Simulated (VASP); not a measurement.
GaSb: single point with LDA

The system is GaSb.

```
CELL_PARAMETERS angstrom
4.23648 0.00000 0.00000
-0.28448 4.22691 0.00000
-0.85837 -3.15840 2.68988
ATOMIC_POSITIONS crystal
Ga 0.00000 0.00000 0.00000
Sb 0.50000 0.50000 0.00000
```

| Property | Result |
| --- | --- |
| Program | VASP 6.6.1 |
| Task | single point |
| Functional | LDA |
| Potentials or basis | VASP PAW LDA potentials, release 64 (Ga_d, Sb) |
| Cutoff | 500 eV |
| k mesh | 4 × 4 × 4 |
| Occupations | fermi-dirac, width 0.1 eV |
| Spin | no spin polarisation |
| Dipole correction | no |
| Further INCAR settings | ALGO = Normal; EDIFF = 1e-06; NBANDS = 16 |

```
Pressure               : -5.0 GPa
Band gap on the k mesh : zero (band 9 reaches 7.82 eV, above the bottom of band 10 at 4.63 eV)
```

Stress tensor (GPa, compression positive):
```
-6.50 -1.67 -2.06
-1.67 -6.73  1.93
-2.06  1.93 -1.73
```

Levels at points of the mesh, in eV from the Fermi level:
| k point | band 6 | band 7 | band 8 | band 9 | band 10 | band 11 | band 12 | band 13 |
| --- | --- | --- | --- | --- | --- | --- | --- | --- |
| (0.00, 0.00, 0.00) | -11.89 | -3.26 | -2.07 | -1.67 | 3.48 | 5.40 | 6.12 | 7.47 |
| (0.50, 0.00, 0.00) | -10.48 | -8.01 | -0.14 | 1.50 | 2.04 | 2.59 | 4.86 | 6.97 |
| (0.00, 0.50, 0.00) | -8.01 | -5.97 | -1.94 | -0.43 | -0.20 | 1.17 | 2.84 | 3.70 |
| (0.50, 0.50, 0.00) | -8.00 | -4.90 | -3.06 | -1.98 | -1.68 | 3.43 | 3.85 | 6.45 |
| (0.50, 0.50, 0.50) | -9.47 | -5.96 | -5.01 | -4.71 | 3.32 | 7.18 | 9.52 | 10.16 |

It took 14 s on 1 thread of Intel Xeon 8259CL, with other jobs on the host, peak memory 0.16 GiB.

Caveat: the k points lie up to 0.58 Å⁻¹ apart; spin-orbit coupling is left out, which moves the levels of the heavy elements.
